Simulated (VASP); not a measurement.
Wanted: the native input for a VASP 6.6.1 run.

- Task: single point
- Functional: PBE
- Potentials or basis: VASP PAW PBE potentials, release 64 (Ga_d, Sb)
- Cutoff: 520 eV
- k mesh: 18 × 18 × 18
- Occupations: gaussian, width 0.15 eV
- Spin: no spin polarisation
- Dipole correction: no
- Further INCAR settings: ALGO = Normal; EDIFF = 1e-06; NBANDS = 16

The structure of GaSb lies in POSCAR:

```
GaSb
1.0
   -1.6640562760      2.5489513523      2.8320428050
    1.6640562760     -2.5489513523      2.8320428050
    1.6640562760      2.5489513523     -2.8320428050
Ga Sb
1 1
Direct
    0.0000000000      0.0000000000      0.0000000000
    0.5000000000      0.5000000000      0.0000000000
```

One way to write it, as run:

INCAR

```
SYSTEM = GaSb
ALGO = Normal
EDIFF = 1E-6
ENCUT = 520
GGA = PE
ISIF = 2
ISMEAR = 0
LASPH = .True.
LCHARG = .False.
LREAL = .False.
LWAVE = .False.
NBANDS = 16
NELM = 60
PREC = Accurate
SIGMA = 0.15
```

KPOINTS

```
k-points
0
Gamma
  18 18 18
  0 0 0
```

Potentials or basis: VASP PAW PBE potentials, release 64 (Ga_d, Sb).

Launch:

```sh
$ cat potpaw_PBE.64/Ga_d/POTCAR potpaw_PBE.64/Sb/POTCAR > POTCAR
$ mpirun -np 1 vasp_std > vasp.out
```

It gave:

```json
{"Pressure": "0.2 GPa", "Band gap on the k mesh": "zero (bands 9 and 10 overlap by 5.48 eV)"}
```

Caveat: spin-orbit coupling is left out, which moves the levels of the heavy elements.

Wall time 6.6 min on 1 thread of Intel Xeon 8259CL, on a shared host, peak memory 0.75 GiB.
